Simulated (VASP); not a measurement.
# InP (Fmmm) in VASP: further runs, part 2 of 2

VASP 6.6.1. The steps go on from the part before.

## (3) Single point, PBE

This run uses another cell than the first one, of the same volume but with other edges.

Input file INCAR:

```
PREC = Accurate
ENCUT = 520
EDIFF = 1E-6
ISMEAR = 0
SIGMA = 0.15
LREAL = F
LASPH = T
NELM = 60
ALGO = Normal
ISIF = 2
LWAVE = F
LCHARG = T
GGA = PE
LELF = T
LVHAR = T
NBANDS = 16
```

Input file KPOINTS:

```
regular mesh
0
Gamma
  18 18 18
```

Input file POSCAR:

```
InP
1.0
    0.0000000000      2.9363700395      2.6593539980
    2.7147572063      0.0000000000      2.6593539980
    2.7147572063      2.9363700395      0.0000000000
In P
1 1
Direct
    0.0000000000      0.0000000000      0.0000000000
    0.5000000000      0.5000000000      0.5000000000
```

Potentials or basis: VASP PAW PBE potentials, release 64 (In_d, P).

Started as:

```sh
> cat potpaw_PBE.64/In_d/POTCAR potpaw_PBE.64/P/POTCAR > POTCAR
> mpirun -np 1 vasp_std > vasp.out
```

OUTCAR:

```text
PREC = Accurate
   ENCUT = 520
   EDIFF = 1E-6
   ISMEAR = 0
   LREAL = F
   LASPH = T
   NELM = 60
   ISIF = 2
   GGA = PE

 ion  position               nearest neighbor table
   1  0.000  0.000  0.000-   2 2.66   2 2.66   2 2.71   2 2.71   2 2.94   2 2.94
   2  0.500  0.500  0.500-   1 2.66   1 2.66   1 2.71   1 2.71   1 2.94   1 2.94

  LATTYP: Found a face centered orthorhombic cell.
 ALAT       =     5.3187079960
 B/A-ratio  =     1.0208333333
 C/A-ratio  =     1.1041666667

  Lattice vectors:

 A1 = (   2.7147572063,   2.9363700395,   0.0000000000)
 A2 = (   0.0000000000,   2.9363700395,   2.6593539980)
 A3 = (   2.7147572063,   0.0000000000,   2.6593539980)

Analysis of symmetry for initial positions (statically):
=====================================================================
 Subroutine PRICEL returns:
 Original cell was already a primitive cell.

 Routine SETGRP: Setting up the symmetry group for a
 face centered orthorhombic supercell.

 Subroutine GETGRP returns: Found  8 space group operations
 (whereof  8 operations were pure point group operations)
 out of a pool of  8 trial point group operations.

The static configuration has the point symmetry D_2h.

Analysis of symmetry for dynamics (positions and initial velocities):
=====================================================================
 Subroutine PRICEL returns:
 Original cell was already a primitive cell.

 Routine SETGRP: Setting up the symmetry group for a
 face centered orthorhombic supercell.

 Subroutine GETGRP returns: Found  8 space group operations
 (whereof  8 operations were pure point group operations)
 out of a pool of  8 trial point group operations.

The dynamic configuration has the point symmetry D_2h.

 Subroutine INISYM returns: Found  8 space group operations
 (whereof  8 operations are pure point group operations),
 and found     1 'primitive' translations

----------------------------------------------------------------------------------------

                                     Primitive cell

  volume of cell :      42.3982

  direct lattice vectors                    reciprocal lattice vectors
     0.000000000  2.936370039  2.659353998    -0.184178533  0.170278266  0.188015586
     2.714757206  0.000000000  2.659353998     0.184178533 -0.170278266  0.188015586
     2.714757206  2.936370039  0.000000000     0.184178533  0.170278266 -0.188015586

  length of vectors
     3.961619958  3.800272408  3.999021843     0.313474529  0.313474529  0.313474529

  position of ions in fractional coordinates (direct lattice)
     0.000000000  0.000000000  0.000000000
     0.500000000  0.500000000  0.500000000

  ion indices of the primitive-cell ions
   primitive index   ion index
                 1           1
                 2           2

----------------------------------------------------------------------------------------

 KPOINTS: regular mesh

Automatic generation of k-mesh.
 Grid dimensions read from file:
 generate k-points for:   18   18   18

 Generating k-lattice:

  Cartesian coordinates                     Fractional coordinates (reciprocal lattice)
    -0.010232141  0.009459904  0.010445310     0.055555556 -0.000000000  0.000000000
     0.010232141 -0.009459904  0.010445310    -0.000000000  0.055555556  0.000000000
     0.010232141  0.009459904 -0.010445310     0.000000000  0.000000000  0.055555556

  Length of vectors
     0.017415252  0.017415252  0.017415252

  Shift w.r.t. Gamma in fractional coordinates (k-lattice)
     0.000000000  0.000000000  0.000000000

 Subroutine IBZKPT returns following result:
 ===========================================

 Found    865 irreducible k-points:

 Following reciprocal coordinates:
            Coordinates               Weight
  0.000000  0.000000  0.000000      1.000000
  0.055556  0.000000 -0.000000      8.000000
  0.111111  0.000000 -0.000000      8.000000
  0.166667 -0.000000  0.000000      8.000000
  0.222222 -0.000000  0.000000      8.000000
  0.277778  0.000000  0.000000      8.000000
[... 16 lines left out ...]
 -0.277778  0.055556  0.000000      8.000000
 -0.222222  0.055556 -0.000000      8.000000
 [... further k-points ...]
   k-points           NKPTS =    865   k-points in BZ     NKDIM =    865   number of bands    NBANDS=     16
   number of dos      NEDOS =    301   number of ions     NIONS =      2
   total plane-waves  NPLWV =  25200
   dimension x,y,z NGX =    30 NGY =   28 NGZ =   30
   dimension x,y,z NGXF=    60 NGYF=   56 NGZF=   60
   ions per type =               1   1
   NGX,Y,Z   is equivalent  to a cutoff of  12.59, 12.25, 12.47 a.u.
   NGXF,Y,Z  is equivalent  to a cutoff of  25.18, 24.50, 24.94 a.u.
 SYSTEM =  unknown system
   PREC   = accura    normal or accurate (medium, high low for compatibility)
   ISTART =      0    job   : 0-new  1-cont  2-samecut
   ICHARG =      2    charge: 1-file 2-atom 10-const
   ISPIN  =      1    spin polarized calculation?
   LNONCOLLINEAR =      F non collinear calculations
   LSORBIT =      F    spin-orbit coupling
   LASPH  =      T    aspherical Exc in radial PAW
   ENCUT  =  520.0 eV  38.22 Ry    6.18 a.u.   7.37  7.07  7.44*2*pi/ulx,y,z
   NELM   =     60;   NELMIN=  2; NELMDL= -5     # of ELM steps
   EDIFF  = 0.1E-05   stopping-criterion for ELM
   LREAL  =      F    real-space projection
   EDIFFG = 0.1E-04   stopping-criterion for IOM
   NSW    =      0    number of steps for IOM
   IBRION =     -1    ionic relax: 0-MD 1-quasi-New 2-CG
   NFREE  =      0    steps in history (QN), initial steepest desc. (CG)
   ISIF   =      2    stress and relaxation
   ISYM   =      2    0-nonsym 1-usesym 2-fastsym
   POTIM  = 0.5000    time-step for ionic-motion
   TEBEG  =    0.0;   TEEND  =   0.0 temperature during run
   PSTRESS=    0.0 pullay stress
   NELECT =      18.0000    total number of electrons
   NUPDOWN=      -1.0000    fix difference up-down
   EMIN   =  10.00;   EMAX   =-10.00  energy-range for DOS
   EFERMI =   0.00;   METHOD = LEGACY
   ISMEAR =     0;   SIGMA  =   0.15  broadening in eV -4-tet -1-fermi 0-gaus
   EFERMI_NEDOS =   21; number of points for ismear=-14 and -15
   IALGO  =     38    algorithm
   IMIX   =      4    mixing-type and parameters
     AMIX     =   0.40;   BMIX     =  1.00
     AMIX_MAG =   1.60;   BMIX_MAG =  1.00
  volume/ion in A,a.u.               =      21.20       143.06
  Fermi-wavevector in a.u.,A,eV,Ry     =   1.230410  2.325137 20.597964  1.513908
  Thomas-Fermi vector in A             =   2.365259
   LORBIT       =      0    0 simple, 1 ext, 2 COOP (PROOUT), +10 PAW based schemes
   GGA     = PE    functional components
   LHFCALC =     F    Hartree Fock is set to
   AEXX    =    0.0000 exact exchange contribution
   IVDW    =     0    specifies the selected vdW correction
   LEPSILON=     F    determine dielectric tensor
   LRPA    =     F    only Hartree local field effects (RPA)
 non-spin polarized calculation
 Gauss-broadening in eV      SIGMA  =   0.15
  energy-cutoff  :      520.00
  volume of cell :       42.40
 maximum number of plane-waves:      1158
 NGX is ok and might be reduce to    30

 number of electron      18.0000001 magnetization

 Free energy of the ion-electron system (eV)
  ---------------------------------------------------
  ext. energy  EPLUGINS =         0.00000000
  ---------------------------------------------------
  free energy    TOTEN  =        -7.85096900 eV

  energy without entropy =       -7.83781540  energy(sigma->0) =       -7.84439220

 E-fermi :   7.0663     XC(G=0): -10.3919

 val. band max:        7.0654426535   @ k =  -0.0556   0.0556   0.0000
 cond. band min:       7.0704496147   @ k =   0.2222   0.1111   0.0556
 fundamental gap:      0.0050069612
 Fermi energy:         7.0663105685

 k-point     1 :       0.0000    0.0000    0.0000
  band No.  band energies     occupation
      1      -7.2313      2.00000
      2      -7.2010      2.00000
      3      -7.1944      2.00000
      4      -7.1600      2.00000
      5      -7.1490      2.00000
      6      -4.9719      2.00000
[... 8 lines left out ...]
     15      15.8932      0.00000
     16      16.1309      0.00000
[... 419 lines left out ...]
 k-point    24 :      -0.2222    0.0556   -0.0000
  band No.  band energies     occupation
      1      -7.2507      2.00000
      2      -7.2253      2.00000
      3      -7.1758      2.00000
      4      -7.1411      2.00000
      5      -7.1239      2.00000
      6      -4.2550      2.00000
[... 8 lines left out ...]
     15      16.1310      0.00000
     16      16.4231      0.00000

 [... further k-points ...]
[... 5 lines left out ...]
  --------------------------------------------------------------------------------------
  -------------------------------------------------------------------------------------
  Total        0.6456639     -1.0733238      1.4558803      0.0000000      0.0000000      0.0000000
  in kB       24.3988377    -40.5595782     55.0159114      0.0000000      0.0000000      0.0000000
  external PRESSURE =      12.9517236 kB  Pullay stress =       0.0000000 kB

 VOLUME and BASIS-vectors are now :
 -----------------------------------------------------------------------------
  energy-cutoff  :      520.00
  volume of cell :       42.40
      direct lattice vectors                 reciprocal lattice vectors
     0.000000000  2.936370039  2.659353998    -0.184178533  0.170278266  0.188015586
     2.714757206  0.000000000  2.659353998     0.184178533 -0.170278266  0.188015586
     2.714757206  2.936370039  0.000000000     0.184178533  0.170278266 -0.188015586

 POSITION                                       TOTAL-FORCE (eV/Angst)
 -----------------------------------------------------------------------------------
      0.00000      0.00000      0.00000        -0.000000      0.000000     -0.000000
      2.71476      2.93637      2.65935         0.000000      0.000000      0.000000
 -----------------------------------------------------------------------------------
    total drift:                               -0.000000      0.000000      0.000000

  FREE ENERGIE OF THE ION-ELECTRON SYSTEM (eV)
  ---------------------------------------------------
  free  energy   TOTEN  =        -7.8509690000 eV

  energy  without entropy=       -7.8378154039  energy(sigma->0) =       -7.84439220
```

OSZICAR:

```text
N       E                     dE             d eps       ncg     rms          rms(c)
DAV:   1     0.109189357918E+03    0.10919E+03   -0.84777E+03 27984   0.133E+03
DAV:   2    -0.146013620519E+01   -0.11065E+03   -0.10576E+03 31168   0.307E+02
DAV:   3    -0.801179417830E+01   -0.65517E+01   -0.64837E+01 36472   0.712E+01
DAV:   4    -0.816789860960E+01   -0.15610E+00   -0.15604E+00 35192   0.112E+01
DAV:   5    -0.817494513566E+01   -0.70465E-02   -0.70464E-02 41072   0.212E+00    0.492E+00
DAV:   6    -0.786197766793E+01    0.31297E+00   -0.55632E-01 42016   0.126E+01    0.282E+00
DAV:   7    -0.785138091245E+01    0.10597E-01   -0.84728E-02 40376   0.242E+00    0.120E+00
DAV:   8    -0.785086229137E+01    0.51862E-03   -0.67848E-03 35920   0.103E+00    0.167E-01
DAV:   9    -0.785094245293E+01   -0.80162E-04   -0.53554E-04 44168   0.347E-01    0.904E-02
DAV:  10    -0.785095634571E+01   -0.13893E-04   -0.43160E-05 36896   0.581E-02    0.452E-02
DAV:  11    -0.785096839782E+01   -0.12052E-04   -0.13486E-05 36248   0.277E-02    0.910E-03
DAV:  12    -0.785096900001E+01   -0.60219E-06   -0.16170E-06 28264   0.190E-02
   1 F= -.78509690E+01 E0= -.78443922E+01  d E =-.131536E-01
```

stdout:

```text
POSCAR found type information on POSCAR InP
 POSCAR found :  2 types and       2 ions
 scaLAPACK will be used
 LDA part: xc-table for (Slater+PW92), standard interpolation
 POSCAR, INCAR and KPOINTS ok, starting setup
 FFT: planning ... GRIDC
 FFT: planning ... GRID_SOFT
 FFT: planning ... GRID
 WAVECAR not read
 entering main loop
```

Run time: 7.4 min. Hardware: 1 thread of Intel Xeon 6975P-C, shared host; peak memory 0.64 GiB.

Results:

- Free energy: -7.8510 eV
- Pressure: 1.3 GPa
- Band gap on the k mesh: zero (band 9 reaches 7.49 eV, above the bottom of band 10 at 5.01 eV)

Caveat: the cell differs from its parent crystal (strain +e along x and -e along y -0.0400, strain +e along z and -e/2 along x and y -0.0400); spin-orbit coupling is left out, which moves the levels of the heavy elements.
